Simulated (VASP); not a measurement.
# TiAl (P4/mmm) in VASP: vibrations by perturbation theory with PBE

Aim: the vibrations by perturbation theory of TiAl with PBE.

Program: VASP 6.6.1. These are calculated values, not measurements. Logs are shortened: lines on timing, memory, paths and dates and some standing lists are left out, and cuts for length are marked.

**1. The cell of the first run**

It takes space group P4/mmm (No. 123, tetragonal). Conventional cell: a = 2.827 Å, b = 2.827 Å, c = 4.071 Å, α = 90.00°, β = 90.00°, γ = 90.00°. Within 3.7 Å of Ti (site symmetry 4/mmm) lie 4 Ti at 2.83 Å and 8 Al at 2.85 Å. Al (site symmetry 4/mmm) has 4 Al at 2.83 Å and 8 Ti at 2.85 Å within 3.7 Å.

**2. Vibrations by perturbation theory, PBE**

Contents of INCAR:

```
SYSTEM = TiAl
PREC = Accurate
ENCUT = 520
EDIFF = 1E-8
ISMEAR = -1
SIGMA = 0.15
LREAL = .False.
LASPH = .True.
NELM = 60
ALGO = Normal
ISIF = 2
LWAVE = .False.
LCHARG = .False.
GGA = PE
IBRION = 8
NSW = 1
```

Contents of KPOINTS:

```
regular mesh
0
Gamma
  12 12 10
  0 0 0
```

Contents of POSCAR:

```
TiAl
1.0
    2.8269804986      0.0000000000      0.0000000000
    0.0000000000      2.8269804986      0.0000000000
    0.0000000000      0.0000000000      4.0705996788
Ti Al
1 1
Direct
    0.5000000000      0.5000000000      0.5000000000
    0.0000000000      0.0000000000      0.0000000000
```

Potentials or basis: VASP PAW PBE potentials, release 64 (Ti_sv, Al).

On the command line:

```bash
$ cat potpaw_PBE.64/Ti_sv/POTCAR potpaw_PBE.64/Al/POTCAR > POTCAR
$ mpirun -np 1 vasp_std > vasp.out
```

OUTCAR:

```text
SYSTEM = TiAl
   PREC = Accurate
   ENCUT = 520
   EDIFF = 1E-8
   ISMEAR = -1
   LREAL = .False.
   LASPH = .True.
   NELM = 60
   ISIF = 2
   GGA = PE
   IBRION = 8
   NSW = 1

 ion  position               nearest neighbor table
   1  0.500  0.500  0.500-   2 2.85   2 2.85   2 2.85   2 2.85   2 2.85   2 2.85   2 2.85   2 2.85

   2  0.000  0.000  0.000-   1 2.85   1 2.85   1 2.85   1 2.85   1 2.85   1 2.85   1 2.85   1 2.85

  LATTYP: Found a simple tetragonal cell.
 ALAT       =     2.8269804986
 C/A-ratio  =     1.4399107743

  Lattice vectors:

 A1 = (   2.8269804986,   0.0000000000,   0.0000000000)
 A2 = (   0.0000000000,   2.8269804986,   0.0000000000)
 A3 = (   0.0000000000,   0.0000000000,   4.0705996788)

Analysis of symmetry for initial positions (statically):
=====================================================================
 Subroutine PRICEL returns:
 Original cell was already a primitive cell.

 Routine SETGRP: Setting up the symmetry group for a
 simple tetragonal supercell.

 Subroutine GETGRP returns: Found 16 space group operations
 (whereof 16 operations were pure point group operations)
 out of a pool of 16 trial point group operations.

The static configuration has the point symmetry D_4h.

Analysis of symmetry for dynamics (positions and initial velocities):
=====================================================================
 Subroutine PRICEL returns:
 Original cell was already a primitive cell.

 Routine SETGRP: Setting up the symmetry group for a
 simple tetragonal supercell.

 Subroutine GETGRP returns: Found 16 space group operations
 (whereof 16 operations were pure point group operations)
 out of a pool of 16 trial point group operations.

The dynamic configuration has the point symmetry D_4h.

 Subroutine INISYM returns: Found 16 space group operations
 (whereof 16 operations are pure point group operations),
 and found     1 'primitive' translations

----------------------------------------------------------------------------------------

[... 496 lines left out ...]

 VOLUME and BASIS-vectors are now :
 -----------------------------------------------------------------------------
  energy-cutoff  :      520.00
  volume of cell :       32.53
      direct lattice vectors                 reciprocal lattice vectors
     2.826980499  0.000000000  0.000000000     0.353734311  0.000000000  0.000000000
     0.000000000  2.826980499  0.000000000     0.000000000  0.353734311  0.000000000
     0.000000000  0.000000000  4.070599679     0.000000000  0.000000000  0.245664049

 POSITION                                       TOTAL-FORCE (eV/Angst)
 -----------------------------------------------------------------------------------
      1.41349      1.41349      2.03530         0.000000      0.000000      0.000000
      0.00000      0.00000      0.00000         0.000000      0.000000      0.000000
 -----------------------------------------------------------------------------------
    total drift:                                0.000000      0.000000     -0.000000

  FREE ENERGIE OF THE ION-ELECTRON SYSTEM (eV)
  ---------------------------------------------------
  free  energy   TOTEN  =       -12.4589295265 eV

  energy  without entropy=      -12.3284218790  energy(sigma->0) =      -12.39367570

[... ionic steps 2 to 3 ...]

--------------------------------------- Ionic step        4  -------------------------------------------

------------------------ aborting loop because EDIFF is reached ----------------------------------------
[... 11 lines left out ...]
[... ionic steps 8 to 8 ...]

--------------------------------------- Ionic step        9  -------------------------------------------

 Free energy of the ion-electron system (eV)
  ---------------------------------------------------
  ---------------------------------------------------
  free energy    TOTEN  =        -0.01090587 eV

  energy without entropy =       -0.01090582

------------------------ aborting loop because EDIFF is reached ----------------------------------------

 INTERNAL STRAIN TENSOR  FOR ION    2  DIRECTION 3   (eV/Angst):
 -----------------------------------------------------------------------------
     0.01045  0.00000  0.00000
     0.00000  0.01045  0.00000
     0.00000  0.00000 -0.00192

 INTERNAL STRAIN TENSOR FOR ION    2 for displacements in x,y,z  (eV/Angst):
          X           Y           Z          XY          YZ          ZX
  --------------------------------------------------------------------------------
  x     0.00000     0.00000     0.00000     0.00000     0.00000     0.00000
  y     0.00000     0.00000     0.00000     0.00000     0.00000     0.00000
  z     0.00000     0.00000     0.00000     0.00000     0.00000     0.00000

 SECOND DERIVATIVES (NOT SYMMETRIZED)
 ------------------------------------
               1X          1Y          1Z          2X          2Y          2Z
  1X    -4.328886    0.000000    0.000000    4.328886    0.000000    0.000000
  1Y     0.000000   -4.328886    0.000000    0.000000    4.328886    0.000000
  1Z     0.000000   -0.000000   -5.919304    0.000000    0.000000    5.919304
  2X     4.327009    0.000000    0.000000   -4.327009    0.000000    0.000000
  2Y     0.000000    4.327009    0.000000    0.000000   -4.327009    0.000000
  2Z    -0.000000    0.000000    5.875592    0.000000   -0.000000   -5.875592

 Eigenvectors and eigenvalues of the dynamical matrix
 ----------------------------------------------------

   1 f  =    9.134408 THz    57.393180 2PiTHz  304.691063 cm-1    37.776860 meV
             X         Y         Z           dx          dy          dz
      1.413490  1.413490  2.035300     0.000000   -0.000000   -0.601769
      0.000000  0.000000  0.000000    -0.000000    0.000000    0.798670
[... 21 lines left out ...]
   6 f/i=    0.016270 THz     0.102227 2PiTHz    0.542708 cm-1     0.067287 meV
             X         Y         Z           dx          dy          dz
      1.413490  1.413490  2.035300     0.000000   -0.000000   -0.798670
      0.000000  0.000000  0.000000    -0.000000    0.000000   -0.601769

--------------------------------------------------------------------------------------------------------

 ELASTIC MODULI CONTR FROM IONIC RELAXATION (kBar)
 Direction    XX          YY          ZZ          XY          YZ          ZX
 --------------------------------------------------------------------------------
 XX           0.0000      0.0000      0.0000      0.0000      0.0000      0.0000
 YY           0.0000      0.0000      0.0000      0.0000      0.0000      0.0000
 ZZ           0.0000      0.0000      0.0000      0.0000      0.0000      0.0000
 XY           0.0000      0.0000      0.0000      0.0000      0.0000      0.0000
 YZ           0.0000      0.0000      0.0000      0.0000      0.0000      0.0000
 ZX           0.0000      0.0000      0.0000      0.0000      0.0000      0.0000
 --------------------------------------------------------------------------------
```

It took 4.8 min on 1 thread of Intel Xeon 6975P-C (Granite Rapids), shared host; peak memory 0.42 GiB.

Results:

```
Highest phonon frequency at Γ : 305 cm⁻¹
```

Phonon frequencies in cm⁻¹ (negative: imaginary):
| q point | frequencies |
| --- | --- |
| (0.000, 0.000, 0.000) | -1 0 0 261 261 305 |
